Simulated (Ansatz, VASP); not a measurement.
One calculation of CdRe5Br, two programs

File INCAR:

```
PREC     = Accurate       # precision mode
ENCUT    = 600            # plane-wave cutoff, eV
EDIFF    = 1E-6           # SCF threshold, eV
ISMEAR   = 0              # smearing method
SIGMA    = 0.1            # smearing width, eV
LREAL    = False          # projectors in reciprocal space
LASPH    = True           # aspherical terms in the spheres
NELM     = 100            # most SCF steps
ALGO     = Normal         # electronic algorithm
ISIF     = 3              # what is computed and relaxed
LWAVE    = False          # write WAVECAR
LCHARG   = False          # write CHGCAR
GGA      = PE             # functional
IBRION   = 2              # ionic algorithm
NSW      = 90             # ionic steps
EDIFFG   = -0.04          # ionic threshold
```

KPOINTS

```
Automatic mesh
0
Gamma
  4 4 4
```

POSCAR

```
CdRe5Br
1.0
    4.2267360860      0.0000000000      0.0000000000
    0.0000000000      4.2267360860      0.0000000000
    0.0000000000      0.0000000000      6.4516195568
Cd Re Br
1 5 1
Direct
    0.5000000000      0.5000000000      0.0000000000
    0.0000000000      0.5000000000      0.2861459119
    0.0000000000      0.5000000000      0.7138540881
    0.5000000000      0.0000000000      0.2861459119
    0.5000000000      0.0000000000      0.7138540881
    0.0000000000      0.0000000000      0.0000000000
    0.0000000000      0.0000000000      0.5000000000
```

Input for Ansatz:

```yaml
crystal:
  lattice:
    - [4.226736086, 0.0, 0.0]
    - [0.0, 4.226736086, 0.0]
    - [0.0, 0.0, 6.4516195568]
  atoms:
    - { symbol: Cd, position: [0.5, 0.5, 0.0] }
    - { symbol: Re, position: [0.0, 0.5, 0.2861459119] }
    - { symbol: Re, position: [0.0, 0.5, 0.7138540881] }
    - { symbol: Re, position: [0.5, 0.0, 0.2861459119] }
    - { symbol: Re, position: [0.5, 0.0, 0.7138540881] }
    - { symbol: Re, position: [0.0, 0.0, 0.0] }
    - { symbol: Br, position: [0.0, 0.0, 0.5] }
basis:
  ecutwfc: 420
kpoints:
  mp_grid: { grid: [4, 4, 4] }
hamiltonian:
  xc: pbe
scf:
  occupations: { method: gaussian, width: 0.1 }
  lower_state_search: "off"
output:
  forces: true
  stress: true
  eigenvalues: true
relax:
  adjacent_minimum: "off"
  f_tol: 0.04
  max_steps: 70
  cell: { stress_tol: 0.4 }
```

Change from the starting cell: species swapped into the HgPPt5 type (P4/mmm, No. 123).

Alike in both runs: task relaxation of cell and atoms; functional PBE; k mesh 4 × 4 × 4; occupations gaussian, width 0.1 eV; no spin polarisation.

|  | VASP | Ansatz |
| --- | --- | --- |
| version | VASP 6.6.1 | Ansatz 0.2.0 |
| potentials or method | VASP PAW PBE potentials, release 64 (Cd, Re, Br), cutoff 600 eV | scalar-relativistic, plane waves, PAW |
| valence electrons in the cell | 54 | 102 |

|  | VASP | Ansatz | Ansatz less VASP |
| --- | --- | --- | --- |
| gap on the k mesh at the Fermi level, each at its own relaxed structure (eV) | none | none | - |
| relaxed volume (Å³/atom) | 16.46 | 16.40 | -0.057 |
| relaxed length of the cell vector where the two differ most in proportion (Å) | 6.676 | 6.717 | +0.0406 |

A gap of «none» marks a metal or a gap that the smearing closes. VASP's potentials hold 54 valence electrons a cell and Ansatz's 102, so a difference there can come from the potentials and not from the codes.

The k mesh is coarse, so the values compare programs but aren't converged. Neither program's run includes spin-orbit coupling.
